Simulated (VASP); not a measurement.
# LiH in VASP: further runs

The runs below take LiH through single point, relaxation of the atoms, with LDA.

Program: VASP 6.6.1. These are calculated values, not measurements. Logs are shortened: lines on timing, memory, paths and dates and some standing lists are left out, and cuts for length are marked.

### 1 The cell of the first run

Symmetry: R3m, No. 160, trigonal system. Conventional cell: a = 2.764 Å, b = 2.764 Å, c = 6.770 Å, α = 90.00°, β = 90.00°, γ = 120.00°. Li (site symmetry 3m) has 6 H at 1.94 to 1.96 Å within 2.6 Å. Within 2.6 Å of H (site symmetry 3m) lie 6 Li at 1.94 to 1.96 Å.

### 2 Single point, LDA (atom 1 moved by [-0.01, -0.01, -0.01] A)

INCAR

```
SYSTEM = LiH
PREC     = Accurate       ! precision mode
ENCUT    = 520            ! plane-wave cutoff, eV
EDIFF    = 1E-6           ! SCF threshold, eV
ISMEAR   = 0              ! smearing method
SIGMA    = 0.01           ! smearing width, eV
LREAL    = .False.        ! projectors in reciprocal space
LASPH    = .True.         ! aspherical terms in the spheres
NELM     = 100            ! most SCF steps
ALGO     = Normal         ! electronic algorithm
ISIF     = 2              ! what is computed and relaxed
LWAVE    = .False.        ! write WAVECAR
LCHARG   = .True.         ! write CHGCAR
LELF     = .True.         ! ELF
LVHAR    = .True.       
NBANDS   = 9              ! bands
```

KPOINTS

```
Automatic mesh
0
Gamma
  10 10 10
  0 0 0
```

POSCAR

```
LiH
1.0
    0.0000000000      1.9544546344      1.9544546344
    1.9544546344      0.0000000000      1.9544546344
    1.9544546344      1.9544546344      0.0000000000
Li H
1 1
Direct
   -0.0025582584     -0.0025582584     -0.0025582584
    0.5000000000      0.5000000000      0.5000000000
```

Potentials or basis: VASP PAW LDA potentials, release 64 (Li_sv, H).

Started as:

```console
cat potpaw_LDA.64/Li_sv/POTCAR potpaw_LDA.64/H/POTCAR > POTCAR
mpirun -np 1 vasp_std > vasp.out
```

OUTCAR:

```text
SYSTEM = LiH
   PREC = Accurate
   ENCUT = 520
   EDIFF = 1E-6
   ISMEAR = 0
   LREAL = .False.
   LASPH = .True.
   NELM = 100
   ISIF = 2

 ion  position               nearest neighbor table
   1  0.997  0.997  0.997-
   2  0.500  0.500  0.500-

  LATTYP: Found a face centered cubic cell.
 ALAT       =     3.9089092688

  Lattice vectors:

 A1 = (   0.0000000000,   1.9544546344,   1.9544546344)
 A2 = (   1.9544546344,   0.0000000000,   1.9544546344)
 A3 = (   1.9544546344,   1.9544546344,   0.0000000000)

Analysis of symmetry for initial positions (statically):
=====================================================================
 Subroutine PRICEL returns:
 Original cell was already a primitive cell.

 Routine SETGRP: Setting up the symmetry group for a
 face centered cubic supercell.

 Subroutine GETGRP returns: Found  6 space group operations
 (whereof  6 operations were pure point group operations)
 out of a pool of 48 trial point group operations.

The static configuration has the point symmetry C_3v.

Analysis of symmetry for dynamics (positions and initial velocities):
=====================================================================
 Subroutine PRICEL returns:
 Original cell was already a primitive cell.

 Routine SETGRP: Setting up the symmetry group for a
 face centered cubic supercell.

 Subroutine GETGRP returns: Found  6 space group operations
 (whereof  6 operations were pure point group operations)
 out of a pool of 48 trial point group operations.

The dynamic configuration has the point symmetry C_3v.

 Subroutine INISYM returns: Found  6 space group operations
 (whereof  6 operations are pure point group operations),
 and found     1 'primitive' translations

----------------------------------------------------------------------------------------

                                     Primitive cell

  volume of cell :      14.9316

  direct lattice vectors                    reciprocal lattice vectors
     0.000000000  1.954454634  1.954454634    -0.255825841  0.255825841  0.255825841
     1.954454634  0.000000000  1.954454634     0.255825841 -0.255825841  0.255825841
     1.954454634  1.954454634  0.000000000     0.255825841  0.255825841 -0.255825841

  length of vectors
     2.764016251  2.764016251  2.764016251     0.443103354  0.443103354  0.443103354

  position of ions in fractional coordinates (direct lattice)
     0.997441742  0.997441742  0.997441742
     0.500000000  0.500000000  0.500000000

  ion indices of the primitive-cell ions
   primitive index   ion index
                 1           1
                 2           2

----------------------------------------------------------------------------------------

 KPOINTS: Automatic mesh

Automatic generation of k-mesh.
 Grid dimensions read from file:
 generate k-points for:   10   10   10

 Generating k-lattice:

  Cartesian coordinates                     Fractional coordinates (reciprocal lattice)
    -0.025582584  0.025582584  0.025582584     0.100000000  0.000000000  0.000000000
     0.025582584 -0.025582584  0.025582584     0.000000000  0.100000000  0.000000000
     0.025582584  0.025582584 -0.025582584     0.000000000  0.000000000  0.100000000

  Length of vectors
     0.044310335  0.044310335  0.044310335

  Shift w.r.t. Gamma in fractional coordinates (k-lattice)
     0.000000000  0.000000000  0.000000000

 Subroutine IBZKPT returns following result:
 ===========================================

 Found    116 irreducible k-points:

 Following reciprocal coordinates:
            Coordinates               Weight
  0.000000  0.000000  0.000000      1.000000
  0.100000  0.000000  0.000000      6.000000
  0.100000  0.100000  0.100000      2.000000
  0.200000  0.000000  0.000000      6.000000
  0.200000  0.200000  0.200000      2.000000
  0.300000  0.000000  0.000000      6.000000
[... 16 lines left out ...]
  0.100000  0.100000 -0.400000      6.000000
  0.500000  0.400000  0.500000      6.000000
 [... further k-points ...]
   k-points           NKPTS =    116   k-points in BZ     NKDIM =    116   number of bands    NBANDS=      9
   number of dos      NEDOS =    301   number of ions     NIONS =      2
   total plane-waves  NPLWV =  13824
   dimension x,y,z NGX =    24 NGY =   24 NGZ =   24
   dimension x,y,z NGXF=    48 NGYF=   48 NGZF=   48
   ions per type =               1   1
   NGX,Y,Z   is equivalent  to a cutoff of  14.44, 14.44, 14.44 a.u.
   NGXF,Y,Z  is equivalent  to a cutoff of  28.87, 28.87, 28.87 a.u.
 SYSTEM =  LiH
   PREC   = accura    normal or accurate (medium, high low for compatibility)
   ISTART =      0    job   : 0-new  1-cont  2-samecut
   ICHARG =      2    charge: 1-file 2-atom 10-const
   ISPIN  =      1    spin polarized calculation?
   LNONCOLLINEAR =      F non collinear calculations
   LSORBIT =      F    spin-orbit coupling
   LASPH  =      T    aspherical Exc in radial PAW
   ENCUT  =  520.0 eV  38.22 Ry    6.18 a.u.   5.14  5.14  5.14*2*pi/ulx,y,z
   NELM   =    100;   NELMIN=  2; NELMDL= -5     # of ELM steps
   EDIFF  = 0.1E-05   stopping-criterion for ELM
   LREAL  =      F    real-space projection
   EDIFFG = 0.1E-04   stopping-criterion for IOM
   NSW    =      0    number of steps for IOM
   IBRION =     -1    ionic relax: 0-MD 1-quasi-New 2-CG
   NFREE  =      0    steps in history (QN), initial steepest desc. (CG)
   ISIF   =      2    stress and relaxation
   ISYM   =      2    0-nonsym 1-usesym 2-fastsym
   POTIM  = 0.5000    time-step for ionic-motion
   TEBEG  =    0.0;   TEEND  =   0.0 temperature during run
   PSTRESS=    0.0 pullay stress
   NELECT =       4.0000    total number of electrons
   NUPDOWN=      -1.0000    fix difference up-down
   EMIN   =  10.00;   EMAX   =-10.00  energy-range for DOS
   EFERMI =   0.00;   METHOD = LEGACY
   ISMEAR =     0;   SIGMA  =   0.01  broadening in eV -4-tet -1-fermi 0-gaus
   EFERMI_NEDOS =   21; number of points for ismear=-14 and -15
   IALGO  =     38    algorithm
   IMIX   =      4    mixing-type and parameters
     AMIX     =   0.40;   BMIX     =  1.00
     AMIX_MAG =   1.60;   BMIX_MAG =  1.00
  volume/ion in A,a.u.               =       7.47        50.38
  Fermi-wavevector in a.u.,A,eV,Ry     =   1.055340  1.994304 15.153399  1.113743
  Thomas-Fermi vector in A             =   2.190535
   LORBIT       =      0    0 simple, 1 ext, 2 COOP (PROOUT), +10 PAW based schemes
   GGA     = CA    functional components
   LHFCALC =     F    Hartree Fock is set to
   AEXX    =    0.0000 exact exchange contribution
   IVDW    =     0    specifies the selected vdW correction
   LEPSILON=     F    determine dielectric tensor
   LRPA    =     F    only Hartree local field effects (RPA)
 non-spin polarized calculation
 Gauss-broadening in eV      SIGMA  =   0.01
  energy-cutoff  :      520.00
  volume of cell :       14.93
 maximum number of plane-waves:       411
 NGX is ok and might be reduce to    24
   NGX = 11   NGY = 11   NGZ = 11

 number of electron       4.0000001 magnetization

 Free energy of the ion-electron system (eV)
  ---------------------------------------------------
  ext. energy  EPLUGINS =         0.00000000
  ---------------------------------------------------
  free energy    TOTEN  =        -6.49607911 eV

  energy without entropy =       -6.49607911  energy(sigma->0) =       -6.49607911

 E-fermi :   0.8230     XC(G=0):  -9.0581

 val. band max:        0.5868682809   @ k =   0.5000   0.5000   0.0000
 cond. band min:       3.1194120524   @ k =   0.5000   0.5000   0.0000
 fundamental gap:      2.5325437715
 Fermi energy:         0.8229962782

 k-point     1 :       0.0000    0.0000    0.0000
  band No.  band energies     occupation
      1     -42.8367      2.00000
      2      -5.2578      2.00000
      3      17.6962      0.00000
      4      18.7532      0.00000
      5      18.7532      0.00000
      6      18.7715      0.00000
      7      23.7373      0.00000
      8      23.7382      0.00000
      9      23.7382      0.00000

 k-point     2 :       0.1000    0.0000    0.0000
  band No.  band energies     occupation
      1     -42.8300      2.00000
      2      -5.0794      2.00000
      3      15.7729      0.00000
      4      18.0533      0.00000
      5      18.3446      0.00000
      6      18.3742      0.00000
      7      23.1738      0.00000
      8      24.6113      0.00000
      9      24.6123      0.00000

 k-point     3 :       0.1000    0.1000    0.1000
  band No.  band energies     occupation
      1     -42.8300      2.00000
      2      -5.0793      2.00000
      3      15.7697      0.00000
      4      18.0854      0.00000
      5      18.3447      0.00000
      6      18.3447      0.00000
      7      23.1742      0.00000
      8      24.6119      0.00000
      9      24.6119      0.00000

 k-point     4 :       0.2000    0.0000    0.0000
  band No.  band energies     occupation
      1     -42.8125      2.00000
      2      -4.5574      2.00000
      3      12.1861      0.00000
      4      16.8593      0.00000
      5      17.6812      0.00000
      6      17.6903      0.00000
      7      24.0748      0.00000
      8      24.4483      0.00000
      9      24.4483      0.00000
[... 205 lines left out ...]
 k-point    22 :       0.5000    0.1000    0.0000
  band No.  band energies     occupation
      1     -42.7650      2.00000
      2      -2.2469      2.00000
      3       5.5416      0.00000
      4      13.1137      0.00000
      5      15.7420      0.00000
      6      16.8825      0.00000
      7      22.1878      0.00000
      8      22.7334      0.00000
      9      28.4333      0.00000

 k-point    23 :       0.1000    0.1000   -0.4000
  band No.  band energies     occupation
      1     -42.7650      2.00000
      2      -2.2469      2.00000
      3       5.5417      0.00000
      4      13.1140      0.00000
      5      15.7405      0.00000
      6      16.8829      0.00000
      7      22.1980      0.00000
      8      22.7240      0.00000
      9      28.4336      0.00000

 k-point    24 :       0.5000    0.4000    0.5000
  band No.  band energies     occupation
      1     -42.7650      2.00000
      2      -2.2462      2.00000
      3       5.5398      0.00000
      4      13.1154      0.00000
      5      15.7408      0.00000
      6      16.8824      0.00000
      7      22.1973      0.00000
      8      22.7239      0.00000
      9      28.4340      0.00000

 [... further k-points ...]

------------------------ aborting loop because EDIFF is reached ----------------------------------------

  FORCE on cell =-STRESS in cart. coord.  units (eV):
  Direction    XX          YY          ZZ          XY          YZ          ZX
  --------------------------------------------------------------------------------------
  -------------------------------------------------------------------------------------
  Total       -0.0202084     -0.0202084     -0.0202084     -0.0001261     -0.0001261     -0.0001261
  in kB       -2.1683797     -2.1683797     -2.1683797     -0.0135253     -0.0135253     -0.0135253
  external PRESSURE =      -2.1683797 kB  Pullay stress =       0.0000000 kB

 VOLUME and BASIS-vectors are now :
 -----------------------------------------------------------------------------
  energy-cutoff  :      520.00
  volume of cell :       14.93
      direct lattice vectors                 reciprocal lattice vectors
     0.000000000  1.954454634  1.954454634    -0.255825841  0.255825841  0.255825841
     1.954454634  0.000000000  1.954454634     0.255825841 -0.255825841  0.255825841
     1.954454634  1.954454634  0.000000000     0.255825841  0.255825841 -0.255825841

 POSITION                                       TOTAL-FORCE (eV/Angst)
 -----------------------------------------------------------------------------------
      3.89891      3.89891      3.89891         0.013652      0.013652      0.013652
      1.95445      1.95445      1.95445        -0.013652     -0.013652     -0.013652
 -----------------------------------------------------------------------------------
    total drift:                                0.000091      0.000091      0.000091

  FREE ENERGIE OF THE ION-ELECTRON SYSTEM (eV)
  ---------------------------------------------------
  free  energy   TOTEN  =        -6.4960791082 eV

  energy  without entropy=       -6.4960791082  energy(sigma->0) =       -6.49607911
```

Wall time 11 s (1 thread of AMD EPYC 7R13 (Zen 3), shared host); peak memory 0.1 GiB.

Results:

```yaml
Free_energy: -6.4961 eV
Largest_force: 0.024 eV/Å
Band_gap_on_the_k_mesh: 2.53 eV, direct
```

Forces on the atoms (eV/Å):
```
Li   0.014  0.014  0.014
H   -0.014 -0.014 -0.014
```

Levels at points of the mesh, in eV from the valence-band top:
```tsv
k point	band 1	band 2	band 3	band 4	band 5	band 6
(0.00, 0.00, 0.00)	-43.42	-5.84	17.11	18.17	18.17	18.18
(0.50, 0.00, 0.00)	-43.35	-3.00	4.82	14.19	16.65	16.65
(0.50, 0.50, 0.50)	-43.35	-3.00	4.82	14.19	16.65	16.65
(0.50, 0.50, 0.00)	-43.33	0.00	2.53	10.75	10.75	14.12
```

Caveat: the cell differs from its parent crystal (atom 1 moved by [-0.01, -0.01, -0.01] A); the cutoff is under 1.25 times the usual one of these potentials, so pressure, stress and relaxed cells hold a basis-set (Pulay) error.

### 3 Relaxation of the atoms, LDA (equal xy, yz and zx engineering shears of -0.5 %)

INCAR

```
SYSTEM = LiH
ALGO = Normal
EDIFF = 1E-6
EDIFFG = -0.002
ENCUT = 520
GGA = CA
IBRION = 2
ISIF = 2
ISMEAR = 0
LASPH = .True.
LCHARG = .False.
LREAL = .False.
LWAVE = .False.
NELM = 80
NSW = 50
PREC = Accurate
SIGMA = 0.01
```

KPOINTS

```
k-points
0
Gamma
  10 10 10
  0 0 0
```

POSCAR

```
LiH
1.0
   -0.0097722732      1.9495684978      1.9495684978
    1.9495684978     -0.0097722732      1.9495684978
    1.9495684978      1.9495684978     -0.0097722732
Li H
1 1
Direct
    0.0000000000      0.0000000000      0.0000000000
    0.5000000000      0.5000000000      0.5000000000
```

Potentials or basis: VASP PAW LDA potentials, release 64 (Li_sv, H).

Started as:

```console
cat potpaw_LDA.64/Li_sv/POTCAR potpaw_LDA.64/H/POTCAR > POTCAR
mpirun -np 1 vasp_std > vasp.out
```

It took 7.2 s on 1 thread of AMD EPYC 7R13 (Zen 3), shared host; peak memory 0.09 GiB.

It converged, with:

| Quantity | Value |
| --- | --- |
| Free energy | -6.4962 eV |
| Band gap on the k mesh | 2.53 eV, direct |

Final structure:
```yaml
crystal:
  lattice:
    - [-0.00977, 1.94957, 1.94957]
    - [1.94957, -0.00977, 1.94957]
    - [1.94957, 1.94957, -0.00977]
  atoms:
    - { symbol: Li, position: [0.00000, 0.00000, 0.00000] }
    - { symbol: H, position: [0.50000, 0.50000, 0.50000] }
```

Levels at points of the mesh, in eV from the valence-band top:
```
           k point  band 1  band 2  band 3  band 4  band 5  band 6
(0.00, 0.00, 0.00)  -43.43   -5.85   17.12   18.09   18.09   18.31
(0.50, 0.00, 0.00)  -43.36   -3.02    4.80   14.22   16.64   16.73
(0.50, 0.50, 0.00)  -43.33    0.00    2.53   10.66   10.84   14.12
(0.50, 0.50, 0.50)  -43.35   -2.94    4.88   14.08   16.54   16.54
```

Caveat: the cell differs from its parent crystal (equal xy, yz and zx engineering shears of -0.5 %); the cutoff is under 1.25 times the usual one of these potentials, so pressure, stress and relaxed cells hold a basis-set (Pulay) error; the relaxation stopped at its first step, so nothing moved.

[end of part 1 of 2]
